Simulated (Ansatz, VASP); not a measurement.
**Si4O: VASP beside Ansatz**

```
CELL_PARAMETERS angstrom
4.13996 0.00000 0.00000
0.00000 4.13996 0.00000
0.00000 0.00000 4.13996
ATOMIC_POSITIONS crystal
Si 0.00000 0.00000 0.00000
Si 0.50000 0.50000 0.00000
Si 0.50000 0.00000 0.50000
Si 0.00000 0.50000 0.50000
O 0.50000 0.50000 0.50000
```

Change from the starting cell: species swapped into the Ni4N type (Pm-3m, No. 221).

Alike in both runs: task single point; functional PBE; k mesh 4 × 4 × 4; occupations gaussian, width 0.1 eV; no spin polarisation.

|  | VASP | Ansatz |
| --- | --- | --- |
| version | VASP 6.6.1 | Ansatz 0.2.0 |
| potentials or method | VASP PAW PBE potentials, release 64 (Si, O), cutoff 520 eV | scalar-relativistic, plane waves, PAW |
| valence electrons in the cell | 22 | 22 |

Ansatz gave:

| Quantity | Value |
| --- | --- |
| gap on the k mesh at the Fermi level (eV) | none |
| pressure (GPa) | 2.6 |

Q: What did VASP give for the same quantities?

A: gap on the k mesh at the Fermi level (eV): none; pressure (GPa): 2.7.

A gap of «none» marks a metal or a gap that the smearing closes. The functional is the same, so the differences come from potentials, cutoffs and numerics.

The k mesh is coarse, so the values compare programs but aren't converged.
